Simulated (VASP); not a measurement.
# MoS2 in VASP: further runs, part 2 of 2

VASP 6.6.1.

## 4. Single point, PBEsol

INCAR reads:

```
SYSTEM = MoS2
PREC = Accurate ; ENCUT = 520
EDIFF = 1E-6 ; ISMEAR = 0
SIGMA = 0.05 ; LREAL = .False.
LASPH = .True. ; NELM = 60
ALGO = Normal ; ISIF = 2
LWAVE = .False. ; LCHARG = .False.
LDIPOL = .True. ; IDIPOL = 3
DIPOL = 0.5 0.5 0.500 ; GGA = PS
NBANDS = 49
```

KPOINTS reads:

```
Automatic mesh
0
Gamma
  9 9 1
  0 0 0
```

POSCAR reads:

```
MoS2
1.0
    3.1414322091      0.0000000000      0.0000000000
   -1.5707161046      2.7205600974      0.0000000000
    0.0000000000      0.0000000000     30.6970122376
S Mo
6 3
Direct
    0.6666666667      0.3333333333      0.2443234521
    0.6666666667      0.3333333333      0.3459031328
    0.3333333333      0.6666666667      0.4492101597
    0.3333333333      0.6666666667      0.5507898403
    0.6666666667      0.3333333333      0.6540968672
    0.6666666667      0.3333333333      0.7556765479
    0.3333333333      0.6666666667      0.2951132924
    0.6666666667      0.3333333333      0.5000000000
    0.3333333333      0.6666666667      0.7048867076
```

Potentials or basis: VASP PAW PBE potentials, release 64 (S, Mo_sv).

The run is started by

```bash
cat potpaw_PBE.64/S/POTCAR potpaw_PBE.64/Mo_sv/POTCAR > POTCAR
mpirun -np 1 vasp_std > vasp.out
```

OUTCAR:

```text
SYSTEM = MoS2
   PREC = Accurate
   ENCUT = 520
   EDIFF = 1E-6
   ISMEAR = 0
   LREAL = .False.
   LASPH = .True.
   NELM = 60
   ISIF = 2
   GGA = PS

 ion  position               nearest neighbor table
   1  0.667  0.333  0.244-   7 2.39   7 2.39   7 2.39
   2  0.667  0.333  0.346-   7 2.39   7 2.39   7 2.39
   3  0.333  0.667  0.449-   8 2.39   8 2.39   8 2.39
   4  0.333  0.667  0.551-   8 2.39   8 2.39   8 2.39
   5  0.667  0.333  0.654-   9 2.39   9 2.39   9 2.39
   6  0.667  0.333  0.756-   9 2.39   9 2.39   9 2.39
   7  0.333  0.667  0.295-   1 2.39   1 2.39   1 2.39   2 2.39   2 2.39   2 2.39
   8  0.667  0.333  0.500-   3 2.39   4 2.39   3 2.39   4 2.39   3 2.39   4 2.39
   9  0.333  0.667  0.705-   6 2.39   6 2.39   6 2.39   5 2.39   5 2.39   5 2.39

  LATTYP: Found a hexagonal cell.
 ALAT       =     3.1414322091
 C/A-ratio  =     9.7716615207

  Lattice vectors:

 A1 = (   3.1414322091,   0.0000000000,   0.0000000000)
 A2 = (  -1.5707161046,   2.7205600974,   0.0000000000)
 A3 = (   0.0000000000,   0.0000000000,  30.6970122376)

Analysis of symmetry for initial positions (statically):
=====================================================================
 Subroutine PRICEL returns:
 Original cell was already a primitive cell.

 Routine SETGRP: Setting up the symmetry group for a
 hexagonal supercell.

 Subroutine GETGRP returns: Found 12 space group operations
 (whereof 12 operations were pure point group operations)
 out of a pool of 24 trial point group operations.

The static configuration has the point symmetry D_3h.

Analysis of symmetry for dynamics (positions and initial velocities):
=====================================================================
 Subroutine PRICEL returns:
 Original cell was already a primitive cell.

 Routine SETGRP: Setting up the symmetry group for a
 hexagonal supercell.

 Subroutine GETGRP returns: Found 12 space group operations
 (whereof 12 operations were pure point group operations)
 out of a pool of 24 trial point group operations.

The dynamic configuration has the point symmetry D_3h.

 Subroutine INISYM returns: Found 12 space group operations
 (whereof 12 operations are pure point group operations),
 and found     1 'primitive' translations

----------------------------------------------------------------------------------------

                                     Primitive cell

  volume of cell :     262.3506

  direct lattice vectors                    reciprocal lattice vectors
     3.141432209  0.000000000  0.000000000     0.318326143  0.183785685  0.000000000
    -1.570716105  2.720560097  0.000000000     0.000000000  0.367571369  0.000000000
     0.000000000  0.000000000 30.697012238     0.000000000  0.000000000  0.032576460

  length of vectors
     3.141432209  3.141432209 30.697012238     0.367571369  0.367571369  0.032576460

  position of ions in fractional coordinates (direct lattice)
     0.666666667  0.333333333  0.244323452
     0.666666667  0.333333333  0.345903133
     0.333333333  0.666666667  0.449210160
     0.333333333  0.666666667  0.550789840
     0.666666667  0.333333333  0.654096867
[... 50 lines left out ...]
  0.111111  0.111111  0.000000      6.000000
  0.222222  0.111111  0.000000     12.000000
  0.333333  0.111111  0.000000     12.000000
  0.444444  0.111111  0.000000      6.000000
  0.222222  0.222222  0.000000      6.000000
  0.333333  0.222222  0.000000     12.000000
  0.333333  0.333333  0.000000      2.000000
   k-points           NKPTS =     12   k-points in BZ     NKDIM =     12   number of bands    NBANDS=     49
   number of dos      NEDOS =    301   number of ions     NIONS =      9
   total plane-waves  NPLWV = 138240
   dimension x,y,z NGX =    24 NGY =   24 NGZ =  240
   dimension x,y,z NGXF=    48 NGYF=   48 NGZF=  480
   ions per type =               6   3
   NGX,Y,Z   is equivalent  to a cutoff of  12.70, 12.70, 13.00 a.u.
   NGXF,Y,Z  is equivalent  to a cutoff of  25.40, 25.40, 26.00 a.u.
 SYSTEM =  MoS2
   PREC   = accura    normal or accurate (medium, high low for compatibility)
   ISTART =      0    job   : 0-new  1-cont  2-samecut
   ICHARG =      2    charge: 1-file 2-atom 10-const
   ISPIN  =      1    spin polarized calculation?
   LNONCOLLINEAR =      F non collinear calculations
   LSORBIT =      F    spin-orbit coupling
   LASPH  =      T    aspherical Exc in radial PAW
   ENCUT  =  520.0 eV  38.22 Ry    6.18 a.u.   5.84  5.84 57.08*2*pi/ulx,y,z
   NELM   =     60;   NELMIN=  2; NELMDL= -5     # of ELM steps
   EDIFF  = 0.1E-05   stopping-criterion for ELM
   LREAL  =      F    real-space projection
[... 7 lines left out ...]
   TEBEG  =    0.0;   TEEND  =   0.0 temperature during run
   PSTRESS=    0.0 pullay stress
   NELECT =      78.0000    total number of electrons
   NUPDOWN=      -1.0000    fix difference up-down
   EMIN   =  10.00;   EMAX   =-10.00  energy-range for DOS
   EFERMI =   0.00;   METHOD = LEGACY
   ISMEAR =     0;   SIGMA  =   0.05  broadening in eV -4-tet -1-fermi 0-gaus
   EFERMI_NEDOS =   21; number of points for ismear=-14 and -15
   IALGO  =     38    algorithm
   IMIX   =      4    mixing-type and parameters
     AMIX     =   0.40;   BMIX     =  1.00
     AMIX_MAG =   1.60;   BMIX_MAG =  1.00
  volume/ion in A,a.u.               =      29.15       196.71
  Fermi-wavevector in a.u.,A,eV,Ry     =   1.092645  2.064799 16.243623  1.193873
  Thomas-Fermi vector in A             =   2.228914
   LORBIT       =      0    0 simple, 1 ext, 2 COOP (PROOUT), +10 PAW based schemes
   GGA     = PS    functional components
   LHFCALC =     F    Hartree Fock is set to
   AEXX    =    0.0000 exact exchange contribution
   IVDW    =     0    specifies the selected vdW correction
   LEPSILON=     F    determine dielectric tensor
   LRPA    =     F    only Hartree local field effects (RPA)
 non-spin polarized calculation
 Gauss-broadening in eV      SIGMA  =   0.05
  energy-cutoff  :      520.00
  volume of cell :      262.35
 maximum number of plane-waves:      7094
 NGX is ok and might be reduce to    24
   NGX = 11   NGY = 11   NGZ =115

 number of electron      77.9999999 magnetization

 dipolmoment           0.000000      0.000000      0.000000 electrons x Angstroem

 Free energy of the ion-electron system (eV)
  ---------------------------------------------------
  ext. energy  EPLUGINS =         0.00000000
  ---------------------------------------------------
  free energy    TOTEN  =       -70.33049910 eV

  energy without entropy =      -70.33049910  energy(sigma->0) =      -70.33049910

 E-fermi :   2.5196     XC(G=0):  -7.0009

 val. band max:        2.2953664203   @ k =   0.0000   0.0000   0.0000
 cond. band min:       3.5746092044   @ k =   0.2222   0.1111   0.0000
 fundamental gap:      1.2792427842
 Fermi energy:         2.5196007314

 k-point     1 :       0.0000    0.0000    0.0000
  band No.  band energies     occupation
      1     -58.8823      2.00000
      2     -58.8812      2.00000
      3     -58.8812      2.00000
      4     -33.0937      2.00000
      5     -33.0926      2.00000
      6     -33.0926      2.00000
[... 613 lines left out ...]
     48       5.5180      0.00000
     49       6.8878      0.00000

------------------------ aborting loop because EDIFF is reached ----------------------------------------

 vacuum level on the upper side and lower side of the slab       (xc-potential included)        -0.137        -0.137

  FORCE on cell =-STRESS in cart. coord.  units (eV):
  Direction    XX          YY          ZZ          XY          YZ          ZX
  --------------------------------------------------------------------------------------
  -------------------------------------------------------------------------------------
  Total       -0.0575912     -0.0575912     -0.1091909      0.0000000      0.0000000     -0.0000000
  in kB       -0.3517099     -0.3517099     -0.6668299      0.0000000      0.0000000     -0.0000000
  external PRESSURE =      -0.4567499 kB  Pullay stress =       0.0000000 kB

 VOLUME and BASIS-vectors are now :
 -----------------------------------------------------------------------------
  energy-cutoff  :      520.00
  volume of cell :      262.35
      direct lattice vectors                 reciprocal lattice vectors
     3.141432209  0.000000000  0.000000000     0.318326143  0.183785685  0.000000000
    -1.570716105  2.720560097  0.000000000     0.000000000  0.367571369  0.000000000
     0.000000000  0.000000000 30.697012238     0.000000000  0.000000000  0.032576460

 POSITION                                       TOTAL-FORCE (eV/Angst)
 -----------------------------------------------------------------------------------
      1.57072      0.90685      7.50000         0.000000      0.000000      0.019583
      1.57072      0.90685     10.61819         0.000000     -0.000000      0.002217
     -0.00000      1.81371     13.78941         0.000000      0.000000     -0.000498
     -0.00000      1.81371     16.90760         0.000000      0.000000      0.000498
      1.57072      0.90685     20.07882         0.000000     -0.000000     -0.002217
      1.57072      0.90685     23.19701         0.000000     -0.000000     -0.019583
     -0.00000      1.81371      9.05910        -0.000000     -0.000000     -0.023112
      1.57072      0.90685     15.34851        -0.000000     -0.000000     -0.000000
     -0.00000      1.81371     21.63792        -0.000000     -0.000000      0.023112
 -----------------------------------------------------------------------------------
    total drift:                                0.000000     -0.000000      0.000000

  FREE ENERGIE OF THE ION-ELECTRON SYSTEM (eV)
  ---------------------------------------------------
  free  energy   TOTEN  =       -70.3304991025 eV

  energy  without entropy=      -70.3304991025  energy(sigma->0) =      -70.33049910

 vacuum level on the upper side and lower side of the slab         7.648         7.648
```

Run time: 3.2 min. Hardware: 1 thread of Intel Xeon 6975P-C (Granite Rapids), shared host; peak memory 0.4 GiB.

Results:

```
Free energy            : -70.3305 eV
Largest force          : 0.023 eV/Å
Band gap on the k mesh : 1.28 eV (least direct gap 1.76 eV)
```

Forces on the atoms (eV/Å):
```
S    0.000  0.000  0.020
S    0.000  0.000  0.002
S    0.000  0.000  0.000
S    0.000  0.000  0.000
S    0.000  0.000 -0.002
S    0.000  0.000 -0.020
Mo   0.000  0.000 -0.023
Mo   0.000  0.000  0.000
Mo   0.000  0.000  0.023
```

Caveat: the PAW data sets were made with another functional, which shifts forces and pressure a little.

## 5. Single point, PBEsol

INCAR reads:

```
PREC     = Accurate       # precision mode
ENCUT    = 520            # plane-wave cutoff, eV
EDIFF    = 1E-6           # SCF threshold, eV
ISMEAR   = 0              # smearing method
SIGMA    = 0.05           # smearing width, eV
LREAL    = False          # projectors in reciprocal space
LASPH    = True           # aspherical terms in the spheres
NELM     = 60             # most SCF steps
ALGO     = Normal         # electronic algorithm
ISIF     = 2              # what is computed and relaxed
LWAVE    = False          # write WAVECAR
LCHARG   = False          # write CHGCAR
LDIPOL   = True         
IDIPOL   = 3            
DIPOL    = 0.5 0.5 0.500
GGA      = PS             # functional
NBANDS   = 49             # bands
```

KPOINTS reads:

```
Automatic mesh
0
Gamma
  9 9 1
```

POSCAR reads:

```
MoS2
1.0
    3.1414322091      0.0000000000      0.0000000000
   -1.5707161046      2.7205600974      0.0000000000
    0.0000000000      0.0000000000     30.6970122376
S Mo
6 3
Direct
    0.6666666667      0.3333333333      0.2443970919
    0.6666666667      0.3333333333      0.3459298280
    0.3333333333      0.6666666667      0.4492091256
    0.3333333333      0.6666666667      0.5507874673
    0.6666666667      0.3333333333      0.6540719205
    0.6666666667      0.3333333333      0.7556045765
    0.3333333333      0.6666666667      0.2951365694
    0.6666666667      0.3333333333      0.4999982626
    0.3333333333      0.6666666667      0.7048651582
```

The run is started by

```bash
cat potpaw_PBE.64/S/POTCAR potpaw_PBE.64/Mo_sv/POTCAR > POTCAR
mpirun -np 1 vasp_std > vasp.out
```

Wall time 2.9 min (1 thread of Intel Xeon 6975P-C (Granite Rapids), shared host); peak memory 0.38 GiB.

Results (log left out):

| Property | Result |
| --- | --- |
| Free energy | -70.3306 eV |
| Largest force | 0.007 eV/Å |
| Band gap on the k mesh | 1.28 eV (least direct gap 1.76 eV) |

Forces on the atoms (eV/Å):
```
S    0.000  0.000 -0.007
S    0.000  0.000  0.003
S    0.000  0.000 -0.001
S    0.000  0.000  0.001
S    0.000  0.000 -0.003
S    0.000  0.000  0.007
Mo   0.000  0.000  0.003
Mo   0.000  0.000  0.000
Mo   0.000  0.000 -0.003
```

Levels at points of the mesh, in eV from the valence-band top:
```
           k point  band 36  band 37  band 38  band 39  band 40  band 41  band 42  band 43
(0.00, 0.00, 0.00)    -1.66    -0.82    -0.32     0.00     2.40     2.40     2.41     2.41
```

Caveat: the PAW data sets were made with another functional, which shifts forces and pressure a little.

## 6. Single point, PBEsol

INCAR reads:

```
ALGO = Normal ; DIPOL = 0.5 0.5 0.500
EDIFF = 1E-6 ; ENCUT = 520
GGA = PS ; IDIPOL = 3
ISIF = 2 ; ISMEAR = 1
LASPH = True ; LCHARG = False
LDIPOL = True ; LREAL = False
LWAVE = False ; NBANDS = 49
NELM = 60 ; PREC = Accurate
SIGMA = 0.2
```

KPOINTS reads:

```
k-points
0
Gamma
  9 9 1
```

POSCAR reads:

```
MoS2
1.0
    3.1414322091      0.0000000000      0.0000000000
   -1.5707161046      2.7205600974      0.0000000000
    0.0000000000      0.0000000000     30.6970122376
S Mo
6 3
Direct
    0.6666666667      0.3333333333      0.2443234521
    0.6666666667      0.3333333333      0.3459031328
    0.3333333333      0.6666666667      0.4492101597
    0.3333333333      0.6666666667      0.5507898403
    0.6666666667      0.3333333333      0.6540968672
    0.6666666667      0.3333333333      0.7556765479
    0.3333333333      0.6666666667      0.2951132924
    0.6666666667      0.3333333333      0.5000000000
    0.3333333333      0.6666666667      0.7048867076
```

Potentials or basis: VASP PAW PBE potentials, release 64 (S, Mo_sv).

The run is started by

```bash
cat potpaw_PBE.64/S/POTCAR potpaw_PBE.64/Mo_sv/POTCAR > POTCAR
mpirun -np 1 vasp_std > vasp.out
```

Wall time 2.8 min (1 thread of Intel Xeon 6975P-C (Granite Rapids), shared host); peak memory 0.4 GiB.

The run converged. Its results:

| Property | Result |
| --- | --- |
| Free energy | -70.3303 eV |
| Largest force | 0.023 eV/Å |
| Band gap on the k mesh | 1.28 eV (least direct gap 1.76 eV) |

Forces on the atoms (eV/Å):
```
S    0.000  0.000  0.020
S    0.000  0.000  0.002
S    0.000  0.000  0.000
S    0.000  0.000  0.000
S    0.000  0.000 -0.002
S    0.000  0.000 -0.020
Mo   0.000  0.000 -0.023
Mo   0.000  0.000  0.000
Mo   0.000  0.000  0.023
```

Levels at points of the mesh, in eV from the valence-band top:
```
           k point  band 37  band 38  band 39  band 40  band 41  band 42
(0.00, 0.00, 0.00)    -0.82    -0.32     0.00     2.40     2.40     2.41
```

Caveat: the PAW data sets were made with another functional, which shifts forces and pressure a little.

## 7. Summary

```csv
cell,k mesh,smearing,gap on the mesh (eV),largest force (eV/Å)
"a = 3.141, b = 3.141, c = 30.697 Å, angles 90.0, 90.0, 120.0°, 9 atoms, atomic positions A",1 × 1 × 1,gaussian 0.05 eV,-,4.21
"a = 3.141, b = 3.141, c = 18.118 Å, angles 90.0, 90.0, 120.0°, 3 atoms, atomic positions B",9 × 9 × 1,gaussian 0.05 eV,1.81,0.02
"a = 3.141, b = 3.141, c = 30.697 Å, angles 90.0, 90.0, 120.0°, 9 atoms, atomic positions A",9 × 9 × 1,gaussian 0.05 eV,1.28,0.02
"a = 3.141, b = 3.141, c = 30.697 Å, angles 90.0, 90.0, 120.0°, 9 atoms, atomic positions C",9 × 9 × 1,gaussian 0.05 eV,1.28,0.01
"a = 3.141, b = 3.141, c = 30.697 Å, angles 90.0, 90.0, 120.0°, 9 atoms, atomic positions A",9 × 9 × 1,methfessel-paxton 0.2 eV,1.28,0.02
```

Alike in all rows: task single point; level PBEsol; potentials or basis VASP PAW PBE potentials, release 64 (S, Mo_sv); no spin polarisation; cutoff (eV) 520.

Caveats: some runs use coarse meshes; the PAW data sets were made with another functional, which shifts forces and pressure a little.

Absolute energies hang on the potentials; compare differences alone.
